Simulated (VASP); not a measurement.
# MoW14 (a cell with a defect) in VASP: single point with PBE

Aim: the single point of MoW14 (a cell with a defect) with PBE.

Program: VASP 6.6.1. These are calculated values, not measurements. Logs are shortened: lines on timing, memory, paths and dates and some standing lists are left out, and cuts for length are marked.

## 1. The cell of the first run

The cell holds a defect, 15 atoms: a = 6.320 Å, b = 6.320 Å, c = 6.320 Å, α = 90.00°, β = 90.00°, γ = 90.00°.

## 2. Single point, PBE

File INCAR:

```
SYSTEM = MoW14
ALGO = Normal
EDIFF = 1E-6
ENCUT = 520
GGA = PE
ISIF = 2
ISMEAR = 0
LASPH = .TRUE.
LCHARG = .FALSE.
LREAL = Auto
LWAVE = .FALSE.
NBANDS = 118
NELM = 60
PREC = Accurate
SIGMA = 0.05
```

File KPOINTS:

```
k-points
0
G
  3 3 3
  0 0 0
```

File POSCAR:

```
MoW14
1.0
    6.3200000000      0.0000000000      0.0000000000
    0.0000000000      6.3200000000      0.0000000000
    0.0000000000      0.0000000000      6.3200000000
W Mo
14 1
Direct
    0.5001647545     -0.0000876192     -0.0005831385
    0.0005408647      0.4996033767     -0.0005655175
    0.0005391414     -0.0000885682      0.4992344979
    0.5000406891      0.4994137057     -0.0008257469
    0.4999837701     -0.0002269986      0.4989252237
    0.7526751701      0.2471366581      0.2466401495
    0.0002942091      0.4993994549      0.4989071502
    0.2477029891      0.7521710145      0.2466262603
    0.2477296450      0.2471762110      0.7515401850
    0.4998383540      0.4993015218      0.4987761417
    0.7528270359      0.7522949774      0.2467003859
    0.7528442467      0.2471703781      0.7518131096
    0.2476784252      0.7523185203      0.7518178445
    0.7527302440      0.7521705037      0.7517305796
    0.2478667608      0.2473772638      0.2468302749
```

Potentials or basis: VASP PAW PBE potentials, release 64 (W_sv, Mo_sv).

On the command line:

```
> cat potpaw_PBE.64/W_sv/POTCAR potpaw_PBE.64/Mo_sv/POTCAR > POTCAR
> mpirun -np 1 vasp_std > vasp.out
```

OUTCAR:

```text
SYSTEM = MoW14
   EDIFF = 1E-6
   ENCUT = 520
   GGA = PE
   ISIF = 2
   ISMEAR = 0
   LASPH = .TRUE.
   LREAL = Auto
   NELM = 60
   PREC = Accurate

 ion  position               nearest neighbor table
   1  0.500  1.000  0.999-   6 2.73  15 2.73   8 2.73  12 2.73  11 2.73   9 2.73  13 2.73  14 2.73
                             4 3.16   5 3.16   5 3.16   4 3.16
   2  0.001  0.500  0.999-   8 2.73  15 2.73  13 2.73   9 2.73   6 2.73  11 2.73  12 2.73  14 2.73
                             7 3.16   4 3.16   4 3.16   7 3.16
   3  0.001  1.000  0.499-   9 2.72  15 2.73  13 2.73   8 2.73  12 2.73   6 2.73  11 2.73  14 2.73
                             5 3.16   7 3.16   7 3.16   5 3.16
   4  0.500  0.499  0.999-  15 2.74   9 2.74   6 2.75  12 2.75   8 2.75  13 2.75  14 2.75  11 2.75
                             2 3.16   1 3.16  10 3.16  10 3.16   1 3.16   2 3.16
   5  0.500  1.000  0.499-  15 2.74   8 2.74   9 2.75   6 2.75  11 2.75  13 2.75  12 2.75  14 2.75
                             3 3.16   1 3.16  10 3.16  10 3.16   1 3.16   3 3.16
   6  0.753  0.247  0.247-   1 2.73   2 2.73   3 2.73   7 2.74   5 2.75   4 2.75  10 2.76  12 3.13
                            11 3.13  15 3.13  15 3.19  11 3.19  12 3.19
   7  0.000  0.499  0.499-  15 2.74   6 2.74   9 2.75   8 2.75  11 2.75  12 2.75  14 2.75  13 2.75
                             2 3.16   3 3.16  10 3.16  10 3.16   3 3.16   2 3.16
   8  0.248  0.752  0.247-   2 2.73   1 2.73   3 2.73   5 2.74   7 2.75   4 2.75  10 2.76  13 3.13
                            11 3.13  15 3.13  15 3.19  11 3.19  13 3.19
   9  0.248  0.247  0.752-   3 2.72   2 2.73   1 2.73   4 2.74   5 2.75   7 2.75  10 2.76  13 3.13
                            12 3.13  15 3.13  15 3.19  12 3.19  13 3.19
  10  0.500  0.499  0.499-  15 2.76   9 2.76   6 2.76   8 2.76  11 2.77  12 2.77  13 2.77  14 2.77
                             5 3.16   7 3.16   4 3.16   4 3.16   7 3.16   5 3.16
  11  0.753  0.752  0.247-   1 2.73   2 2.73   3 2.73   5 2.75   7 2.75   4 2.75  10 2.77   6 3.13
                             8 3.13  14 3.13  14 3.19   8 3.19   6 3.19
  12  0.753  0.247  0.752-   3 2.73   1 2.73   2 2.73   4 2.75   7 2.75   5 2.75  10 2.77   6 3.13
                             9 3.13  14 3.13  14 3.19   9 3.19   6 3.19
  13  0.248  0.752  0.752-   3 2.73   2 2.73   1 2.73   4 2.75   5 2.75   7 2.75  10 2.77   8 3.13
                             9 3.13  14 3.13  14 3.19   9 3.19   8 3.19
  14  0.753  0.752  0.752-   1 2.73   3 2.73   2 2.73   4 2.75   5 2.75   7 2.75  10 2.77  13 3.13
                            11 3.13  12 3.13  12 3.19  11 3.19  13 3.19
  15  0.248  0.247  0.247-   2 2.73   1 2.73   3 2.73   7 2.74   5 2.74   4 2.74  10 2.76   6 3.13
                             8 3.13   9 3.13   9 3.19   8 3.19   6 3.19

  LATTYP: Found a simple cubic cell.
 ALAT       =     6.3200000000

  Lattice vectors:

 A1 = (   6.3200000000,   0.0000000000,   0.0000000000)
 A2 = (   0.0000000000,   6.3200000000,   0.0000000000)
 A3 = (   0.0000000000,   0.0000000000,   6.3200000000)

Analysis of symmetry for initial positions (statically):
=====================================================================
 Subroutine PRICEL returns:
 Original cell was already a primitive cell.

 Routine SETGRP: Setting up the symmetry group for a
 simple cubic supercell.

 Subroutine GETGRP returns: Found  1 space group operations
[... 163 lines left out ...]
 non-spin polarized calculation
 Gauss-broadening in eV      SIGMA  =   0.05
  energy-cutoff  :      520.00
  volume of cell :      252.44
 maximum number of plane-waves:      6859
   NGX = 23   NGY = 23   NGZ = 23

 number of electron     210.0000003 magnetization

 Free energy of the ion-electron system (eV)
  ---------------------------------------------------
  ext. energy  EPLUGINS =         0.00000000
  ---------------------------------------------------
  free energy    TOTEN  =      -188.86569561 eV

  energy without entropy =     -188.84688736  energy(sigma->0) =     -188.85629149

 E-fermi :  10.2971     XC(G=0): -13.1990

 val. band max:       10.2422755082   @ k =   0.0000   0.0000   0.0000
 cond. band min:      10.3065944723   @ k =   0.0000   0.3333   0.0000
 fundamental gap:      0.0643189641
 Fermi energy:        10.2971477814

 k-point     1 :       0.0000    0.0000    0.0000
  band No.  band energies     occupation
      1     -63.5825      2.00000
      2     -63.5204      2.00000
      3     -63.5201      2.00000
      4     -63.5116      2.00000
      5     -63.4919      2.00000
      6     -63.4848      2.00000
[... 1669 lines left out ...]
    116      12.6069      0.00000
    117      12.6979      0.00000
 [bands above 117 left out]

------------------------ aborting loop because EDIFF is reached ----------------------------------------

  FORCE on cell =-STRESS in cart. coord.  units (eV):
  Direction    XX          YY          ZZ          XY          YZ          ZX
  --------------------------------------------------------------------------------------
  -------------------------------------------------------------------------------------
  Total       -0.6273167     -0.6238320     -0.6190949      0.0969887      0.0924113      0.0902641
  in kB       -3.9814953     -3.9593786     -3.9293125      0.6155745      0.5865219      0.5728943
  external PRESSURE =      -3.9567288 kB  Pullay stress =       0.0000000 kB

 VOLUME and BASIS-vectors are now :
 -----------------------------------------------------------------------------
  energy-cutoff  :      520.00
  volume of cell :      252.44
      direct lattice vectors                 reciprocal lattice vectors
     6.320000000  0.000000000  0.000000000     0.158227848  0.000000000  0.000000000
     0.000000000  6.320000000  0.000000000     0.000000000  0.158227848  0.000000000
     0.000000000  0.000000000  6.320000000     0.000000000  0.000000000  0.158227848

 POSITION                                       TOTAL-FORCE (eV/Angst)
 -----------------------------------------------------------------------------------
      3.16104      6.31945      6.31631        -0.008382      0.014265      0.013097
      0.00342      3.15749      6.31643         0.010056     -0.008627      0.010339
      0.00341      6.31944      3.15516         0.006032      0.012947     -0.020682
      3.16026      3.15629      6.31478        -0.002564      0.003350      0.000922
      3.15990      6.31857      3.15321         0.004099     -0.009497      0.001408
      4.75691      1.56190      1.55877        -0.003421      0.007722      0.009893
      0.00186      3.15620      3.15309        -0.006798      0.005952      0.003972
      1.56548      4.75372      1.55868         0.008496     -0.007377      0.010305
      1.56565      1.56215      4.74973         0.006836      0.007843      0.002333
      3.15898      3.15559      3.15227        -0.003709     -0.002267     -0.006326
      4.75787      4.75450      1.55915         0.016100      0.013638     -0.013714
      4.75798      1.56212      4.75146         0.015655     -0.015990      0.013350
      1.56533      4.75465      4.75149        -0.011211      0.012684      0.013631
      4.75726      4.75372      4.75094        -0.015825     -0.014552     -0.019817
      1.56652      1.56342      1.55997        -0.015363     -0.020091     -0.018713
 -----------------------------------------------------------------------------------
    total drift:                               -0.001225     -0.000253      0.004984

  FREE ENERGIE OF THE ION-ELECTRON SYSTEM (eV)
  ---------------------------------------------------
  free  energy   TOTEN  =      -188.8656956122 eV

  energy  without entropy=     -188.8468873585  energy(sigma->0) =     -188.85629149
```

Wall time 14 min (1 thread of AMD EPYC 7R43 (Zen 3), shared host); peak memory 0.44 GiB.

What came out:

```yaml
Free_energy: -188.8657 eV
Pressure: -0.4 GPa
Largest_force: 0.031 eV/Å
```

Forces in eV/Å, atoms in the order of the input:
```
W   -0.008  0.014  0.013
W    0.010 -0.009  0.010
W    0.006  0.013 -0.021
W   -0.003  0.003  0.001
W    0.004 -0.009  0.001
W   -0.003  0.008  0.010
W   -0.007  0.006  0.004
W    0.008 -0.007  0.010
W    0.007  0.008  0.002
W   -0.004 -0.002 -0.006
W    0.016  0.014 -0.014
W    0.016 -0.016  0.013
W   -0.011  0.013  0.014
W   -0.016 -0.015 -0.020
Mo  -0.015 -0.020 -0.019
```

Caveat: spin-orbit coupling is left out, which moves the levels of the heavy elements.
